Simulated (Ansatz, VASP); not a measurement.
TaN: VASP beside Ansatz

Contents of INCAR:

```
PREC = Accurate
ENCUT = 520
EDIFF = 1E-6
ISMEAR = 0
SIGMA = 0.15
LREAL = F
LASPH = T
NELM = 80
ALGO = Normal
ISIF = 2
LWAVE = F
LCHARG = T
GGA = PS
LELF = T
LVHAR = T
NBANDS = 24
```

The input KPOINTS:

```
Automatic mesh
0
Gamma
  20 20 12
```

File POSCAR:

```
TaN
1.0
    0.0000000000      0.0000000000      2.8707276426
    2.9239890448      0.0000000000      0.0000000000
    0.0000000000      5.0644975863      0.0000000000
Ta N
2 2
Direct
    0.5000000000      0.0128249455      0.3333333333
    0.5000000000      0.4871750545      0.8333333333
    0.0000000000      0.5055245712      0.5000000000
    0.0000000000     -0.0055245712      0.0000000000
```

Input for Ansatz:

```yaml
crystal:
  lattice:
    - [0.0, 0.0, 2.8707276426]
    - [2.9239890448, 0.0, 0.0]
    - [0.0, 5.0644975863, 0.0]
  atoms:
    - { symbol: Ta, position: [0.5, 0.0128249455, 0.3333333333] }
    - { symbol: Ta, position: [0.5, 0.4871750545, 0.8333333333] }
    - { symbol: "N", position: [0.0, 0.5055245712, 0.5] }
    - { symbol: "N", position: [0.0, -0.0055245712, 0.0] }
basis:
  ecutwfc: 420
kpoints:
  mp_grid: { grid: [20, 20, 12] }
hamiltonian:
  xc: pbesol
scf:
  occupations: { method: gaussian, width: 0.15 }
output:
  forces: true
  stress: true
  eigenvalues: true
```

Change from the starting cell: mode 4 (178.8 1/cm) frozen in, largest displacement +0.037 Å.

Alike in both runs: task single point; functional PBEsol; k mesh 20 × 20 × 12; occupations gaussian, width 0.15 eV; no spin polarisation.

|  | VASP | Ansatz |
| --- | --- | --- |
| version | VASP 6.6.1 | Ansatz 0.2.0 |
| potentials or method | VASP PAW PBE potentials, release 64 (Ta_pv, N), cutoff 520 eV | scalar-relativistic, plane waves, PAW |
| valence electrons in the cell | 32 | 36 |

|  | VASP | Ansatz | Ansatz less VASP |
| --- | --- | --- | --- |
| gap on the k mesh at the Fermi level (eV) | none | none | - |
| pressure (GPa) | 1.1 | 0.2 | -0.86 |
| traceless stress, the component that is largest in VASP (GPa) | -0.30 | -0.24 | +0.066 |
| rms of the force components (eV/Å) | 0.325 | 0.325 | -0.0001 |

VASP's potentials were made for PBE, not for PBEsol. Atom by atom the forces differ by 0.001 eV/Å (rms over components). A gap of «none» marks a metal or a gap that the smearing closes. VASP's potentials hold 32 valence electrons a cell and Ansatz's 36, so a difference there can come from the potentials and not from the codes.

Neither program's run includes spin-orbit coupling.
